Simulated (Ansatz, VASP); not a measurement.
## TaN: VASP beside Ansatz

Contents of INCAR:

```
SYSTEM = TaN
PREC = Accurate
ENCUT = 520
EDIFF = 1E-6
ISMEAR = 0
SIGMA = 0.15
LREAL = .False.
LASPH = .True.
NELM = 80
ALGO = Normal
ISIF = 2
LWAVE = .False.
LCHARG = .False.
GGA = PE
NBANDS = 15
```

KPOINTS

```
regular mesh
0
Gamma
  24 24 24
  0 0 0
```

The input POSCAR:

```
TaN
1.0
    0.0000000000      2.1755052563      2.2086347780
    2.1755052563      0.0000000000      2.2086347780
    2.1755052563      2.1755052563      0.0000000000
Ta N
1 1
Direct
    0.5000000000      0.5000000000      0.5000000000
    0.0000000000      0.0000000000      0.0000000000
```

Input for Ansatz:

```yaml
crystal:
  lattice:
    - [0.0, 2.1755052563, 2.208634778]
    - [2.1755052563, 0.0, 2.208634778]
    - [2.1755052563, 2.1755052563, 0.0]
  atoms:
    - { symbol: Ta, position: [0.5, 0.5, 0.5] }
    - { symbol: "N", position: [0.0, 0.0, 0.0] }
basis:
  ecutwfc: 420
kpoints:
  mp_grid: { grid: [24, 24, 24] }
hamiltonian:
  xc: pbe
scf:
  occupations: { method: gaussian, width: 0.15 }
output:
  forces: true
  stress: true
  eigenvalues: true
  write_density: true
  write_potential: true
  elf: true
  volumetric_format: npy
```

Change from the starting cell: strain -0.015 along x and y, +0.000 along z, atoms carried along.

Alike in both runs: task single point; functional PBE; k mesh 24 × 24 × 24; occupations gaussian, width 0.15 eV; no spin polarisation.

|  | VASP | Ansatz |
| --- | --- | --- |
| version | VASP 6.6.1 | Ansatz 0.2.0 |
| potentials or method | VASP PAW PBE potentials, release 64 (Ta_pv, N), cutoff 520 eV | scalar-relativistic, plane waves, PAW |
| valence electrons in the cell | 16 | 18 |

Ansatz gave:

```
gap on the k mesh at the Fermi level (eV)                     : none
pressure (GPa)                                                : 10.8
traceless stress, the component that is largest in VASP (GPa) : -6.50
```

Q: Estimate VASP's values.

A: gap on the k mesh at the Fermi level (eV): none; pressure (GPa): 11.7; traceless stress, the component that is largest in VASP (GPa): -6.54.

A gap of «none» marks a metal or a gap that the smearing closes. The functional is the same, so the differences come from potentials, cutoffs and numerics. VASP's potentials hold 16 valence electrons a cell and Ansatz's 18, so a difference there can come from the potentials and not from the codes.

Neither program's run includes spin-orbit coupling.
